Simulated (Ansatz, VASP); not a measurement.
# Li3Pt in VASP and in Ansatz

INCAR

```
SYSTEM = Li3Pt
PREC = Accurate ; ENCUT = 750
EDIFF = 1E-6 ; ISMEAR = 1
SIGMA = 0.05 ; LREAL = .False.
LASPH = .True. ; NELM = 120
ALGO = Normal ; ISIF = 2
LWAVE = .False. ; LCHARG = .True.
GGA = CA ; LELF = .True.
LVHAR = .True. ; NBANDS = 18
GGA_COMPAT = .False.
```

KPOINTS

```
regular mesh
0
Gamma
  10 10 10
  0 0 0
```

Contents of POSCAR:

```
Li3Pt
1.0
   -1.9642750000      1.9642750000      3.6402980000
    1.9642750000     -1.9642750000      3.6402980000
    1.9642750000      1.9642750000     -3.6402980000
Li Pt
3 1
Direct
    0.7500000000      0.2500000000      0.5000000000
    0.2500000000      0.7500000000      0.5000000000
    0.5000000000      0.5000000000      0.0000000000
    0.0000000000      0.0000000000      0.0000000000
```

Input for Ansatz:

```yaml
crystal:
  lattice:
    a: 3.92855
    b: 3.92855
    c: 7.280596
    alpha: 90.0
    beta: 90.0
    gamma: 90.0
  space_group: 139
  setting:
    hermann_mauguin: I4/mmm
  atoms:
    - { symbol: Li, position: [0.0, 0.5, 0.25] }
    - { symbol: Li, position: [0.5, 0.5, 0.0] }
    - { symbol: Pt, position: [0.0, 0.0, 0.0] }
  reduce_to_primitive: true
basis:
  ecutwfc: 475.0
kpoints:
  mp_grid:
    grid: [10, 10, 10]
hamiltonian:
  xc: lda
scf:
  convergence:
    dr2_threshold: 1.0e-08
  mixing:
    algorithm: msr1
  occupations:
    method: methfessel_paxton
    width: 0.05
  eigensolver:
    kind: auto
    full_accuracy: true
output:
  stress: true
```

Alike in both runs: task single point; functional LDA; k mesh 10 × 10 × 10; occupations methfessel-paxton of order 1, width 0.05 eV; no spin polarisation.

|  | VASP | Ansatz |
| --- | --- | --- |
| version | VASP 6.6.1 | Ansatz 0.2.0 |
| potentials or method | VASP PAW LDA potentials, release 64 (Li_sv, Pt), cutoff 750 eV | plane waves, PAW |
| valence electrons in the cell | 19 | 27 |

VASP gave:

| Item | Value |
| --- | --- |
| pressure (GPa) | -4.1 |
| traceless stress, the component that is largest in VASP (GPa) | -0.37 |

Which values does Ansatz return?

Pressure (GPa): -4.0; traceless stress, the component that is largest in VASP (GPa): -0.36.

LDA's correlation is that of Perdew and Zunger in VASP and of Perdew and Wang (1992) in Ansatz. VASP's potentials hold 19 valence electrons a cell and Ansatz's 27, so a difference there can come from the potentials and not from the codes. Ansatz's warnings: stress scf threshold loose.

Spin-orbit coupling is off throughout.
